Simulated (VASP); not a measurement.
A run of VASP 6.6.1 is set up as follows.

The input POSCAR:

```
Au
1.0
    0.0000000000      2.0484772140      2.0484772140
    2.0484772140      0.0000000000      2.0484772140
    2.0484772140      2.0484772140      0.0000000000
Au
1
Direct
    0.0000000000      0.0000000000      0.0000000000
```

Contents of INCAR.step1:

```
SYSTEM = Au
  PREC = Accurate
  ENCUT = 520
  EDIFF = 1E-5
  ISMEAR = -1
  SIGMA = 0.05
  LREAL = .FALSE.
  LASPH = .TRUE.
  NELM = 60
  ALGO = Normal
  ISIF = 2
  LWAVE = .TRUE.
  LCHARG = .FALSE.
  GGA = PE
  NBANDS = 12
```

Contents of INCAR.step2:

```
SYSTEM = Au
  PREC = Accurate
  ENCUT = 520
  EDIFF = 1E-6
  ISMEAR = -1
  SIGMA = 0.05
  LREAL = .FALSE.
  LASPH = .TRUE.
  NELM = 60
  ALGO = Normal
  ISIF = 2
  LWAVE = .FALSE.
  LCHARG = .FALSE.
  GGA = B3
  LHFCALC = .TRUE.
  AEXX = 0.2
  AGGAX = 0.72
  AGGAC = 0.81
  ALDAC = 0.19
  PRECFOCK = Normal
  ISTART = 1
  NBANDS = 12
```

File KPOINTS:

```
regular mesh
0
G
  6 6 6
  0 0 0
```

Potentials or basis: VASP PAW PBE potentials, release 64 (Au).

The run is started by

```bash
$ cat potpaw_PBE.64/Au/POTCAR > POTCAR
$ cp INCAR.step1 INCAR
$ mpirun -np 1 vasp_std > vasp.out
$ cp INCAR.step2 INCAR
$ mpirun -np 1 vasp_std > vasp.out
```

(1) Predict the pressure.

Answers

(1) 15.6 GPa.

Caveat: the k points lie up to 0.44 Å⁻¹ apart; the PAW data sets were made with another functional, which shifts forces and pressure a little.
